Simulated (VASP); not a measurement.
# La2Ga2HBrO5 (a cell with a defect): single point with PBEsol

La2Ga2HBrO5 (a cell with a defect):

```xyz
11
Lattice="7.7293 0.0000 0.0000 0.0000 3.8647 0.0000 0.0000 0.0000 3.8647" Properties=species:S:1:pos:R:3 pbc="T T T"
La    0.0046    3.8440    3.8162
La    3.8998    3.8400    0.0080
Ga    1.9489    1.9353    1.9637
Ga    5.7732    1.9196    1.9420
O     1.9308    1.9366    0.0376
O     5.7570    1.9390    3.8413
O     7.7208    1.9190    1.9115
O     1.9198    3.8311    1.9309
O     5.8009    3.8555    1.8946
Br    3.8377    1.9372    1.9299
H     3.8814    1.9256    0.0336
```

```
Program                : VASP 6.6.1
Task                   : single point
Functional             : PBEsol
Potentials or basis    : VASP PAW PBE potentials, release 64 (La, Ga_d, O, Br, H)
Cutoff                 : 520 eV
k mesh                 : 2 × 2 × 2, shifted
Occupations            : tetrahedron
Spin                   : collinear spin
Starting moments       : [0.0, 0.143, 0.143, 0.143, 0.143, 0.143, 0.0, 0.0, 0.0, 0.143, 0.143] μB
Dipole correction      : no
Charge                 : 1
Further INCAR settings : ALGO = Normal; EDIFF = 1e-06; NBANDS = 58; NELECT = 85.0
```

```yaml
Largest_force: 14.855 eV/Å
Net_moment: 1.00 μB per cell
Site_moments: La +0.02, +0.18; Ga +0.02; O +0.09, +0.10, +0.04 (each value once); Br +0.07; H +0.20 μB
Valence_electrons_inside_the_program's_atomic_spheres: La 8.30, 8.89; Ga 12.23, 12.16; O 5.01, 5.00, 5.02 (each value once); Br 5.50; H 0.57
```

Forces on the atoms (eV/Å):
```
La    0.225   0.043   0.232
La   -0.148   0.588  -0.131
Ga  -14.844  -0.559   0.134
Ga   12.628  -0.105  -0.445
O    -0.043  -0.125  -0.513
O     0.120  -0.039   0.477
O    -0.070  -0.030   0.159
O     0.098   0.768   0.162
O    -0.185   0.014   0.051
Br    2.278  -0.306   0.038
H    -0.058  -0.250  -0.165
```

Levels at points of the mesh, in eV from the Fermi level:
Spin up:
```
           k point  band 40  band 41  band 42  band 43  band 44  band 45  band 46  band 47
(0.25, 0.25, 0.25)    -1.05    -0.81    -0.64    -0.05     3.30     4.10     4.16     4.23
```
Spin down:
```csv
k point,band 38,band 39,band 40,band 41,band 42,band 43,band 44,band 45,band 46,band 47
"(0.25, 0.25, 0.25)",-1.23,-1.14,-0.95,-0.71,-0.54,0.61,3.37,4.16,4.18,4.26
```

It took 53 s on 1 thread of Intel(R) Xeon(R) 6975P-C (Granite Rapids) (shared host), peak memory 0.29 GiB.

Caveat: the k points lie up to 0.81 Å⁻¹ apart; the cell carries a net charge on a neutralising background, which shifts energy and pressure; the cell is charged against a uniform background, so pressure and absolute levels hang on convention; the PAW data sets were made with another functional, which shifts forces and pressure a little; spin-orbit coupling is left out, which moves the levels of the heavy elements.
